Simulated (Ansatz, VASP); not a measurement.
Two plane-wave programs on KBr

INCAR

```
SYSTEM = KBr
ALGO = Normal ; EDIFF = 1E-6
ENCUT = 520 ; GGA = PS
ISIF = 2 ; ISMEAR = 0
LASPH = .TRUE. ; LCHARG = .FALSE.
LREAL = .FALSE. ; LWAVE = .FALSE.
NBANDS = 15 ; NELM = 100
PREC = Accurate ; SIGMA = 0.05
```

File KPOINTS:

```
k-points
0
G
  8 8 8
  0 0 0
```

Contents of POSCAR:

```
KBr
1.0
    0.1711525049      3.3802619726      3.3802619726
    3.3802619726      0.1711525049      3.3802619726
    3.3802619726      3.3802619726      0.1711525049
K Br
1 1
Direct
    0.0000000000      0.0000000000      0.0000000000
    0.5000000000      0.5000000000      0.5000000000
```

Input for Ansatz:

```yaml
crystal:
  lattice:
    - [0.1711525049, 3.3802619726, 3.3802619726]
    - [3.3802619726, 0.1711525049, 3.3802619726]
    - [3.3802619726, 3.3802619726, 0.1711525049]
  atoms:
    - { symbol: K, position: [0.0, 0.0, 0.0] }
    - { symbol: Br, position: [0.5, 0.5, 0.5] }
basis:
  ecutwfc: 420
kpoints:
  mp_grid: { grid: [8, 8, 8] }
hamiltonian:
  xc: pbesol
scf:
  occupations: { method: gaussian, width: 0.05 }
output:
  forces: true
  stress: true
  eigenvalues: true
```

Alike in both runs: task single point; functional PBEsol; k mesh 8 × 8 × 8; occupations gaussian, width 0.05 eV; no spin polarisation.

|  | VASP | Ansatz |
| --- | --- | --- |
| version | VASP 6.6.1 | Ansatz 0.2.0 |
| potentials or method | VASP PAW PBE potentials, release 64 (K_sv, Br), cutoff 520 eV | scalar-relativistic, plane waves, PAW |
| valence electrons in the cell | 16 | 16 |

|  | VASP | Ansatz | Ansatz less VASP |
| --- | --- | --- | --- |
| gap on the k mesh at the Fermi level (eV) | 4.20 | 4.20 | +0.003 |
| least direct gap on the mesh (eV) | 4.20 | 4.20 | +0.003 |
| pressure (GPa) | -0.2 | -0.3 | -0.05 |
| traceless stress, the component that is largest in VASP (GPa) | -0.30 | -0.31 | -0.002 |

VASP's potentials were made for PBE, not for PBEsol. With one functional, cell and mesh, what is left measures potentials, basis and numerics.
